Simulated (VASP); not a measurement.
# HfB2: single point with PBE+U

The system is HfB2.

```xyz
3
Lattice="3.1501 0.0000 0.0000 -1.5750 2.7280 0.0000 0.0000 0.0000 3.5392" Properties=species:S:1:pos:R:3 pbc="T T T"
Hf    0.0000    0.0000    0.0000
B     1.5750    0.9093    1.7696
B     0.0000    1.8187    1.7696
```

* Program: VASP 6.6.1
* Task: single point
* Functional: PBE
* Potentials or basis: VASP PAW PBE potentials, release 64 (Hf_pv, B)
* Cutoff: 520 eV
* k mesh: 10 × 10 × 8
* Occupations: fermi-dirac, width 0.05 eV
* Spin: no spin polarisation
* Hubbard terms: Hf d U = 4.0 eV
* Dipole correction: no
* Further INCAR settings: ALGO = Normal; EDIFF = 1e-07; NBANDS = 15

The pressure is 6.7 GPa and the band gap on the k mesh is zero (band 8 reaches 8.85 eV, above the bottom of band 9 at 7.80 eV).

Stress tensor (GPa, compression positive):
```
6.62 0.00 0.00
0.00 6.62 0.00
0.00 0.00 6.78
```

Levels at points of the mesh, in eV from the Fermi level:
| k point | band 6 | band 7 | band 8 | band 9 | band 10 | band 11 |
| --- | --- | --- | --- | --- | --- | --- |
| (0.00, 0.00, 0.00) | -2.95 | -2.78 | -2.78 | 4.37 | 4.37 | 4.60 |
| (0.50, 0.00, 0.00) | -4.08 | -3.62 | -2.64 | 1.69 | 3.02 | 5.43 |
| (0.00, 0.00, 0.50) | -1.34 | -1.34 | 0.63 | 0.63 | 1.27 | 1.27 |
| (0.50, 0.00, 0.50) | -4.86 | -4.71 | -3.12 | 3.62 | 4.13 | 6.55 |

Eigenvalues of the final occupation matrices:
```tsv
site	spin	trace	eigenvalues
site 1 d	1	0.84	0.15 0.17 0.17 0.18 0.18
site 1 d	2	0.84	0.15 0.17 0.17 0.18 0.18
```

Wall time 41 s on 1 thread of Intel Xeon 8259CL, with other jobs on the host, peak memory 0.17 GiB.

Caveat: spin-orbit coupling is left out, which moves the levels of the heavy elements; U without spin polarisation on a metal has little footing; the U is typed as a test and isn't derived for this compound.
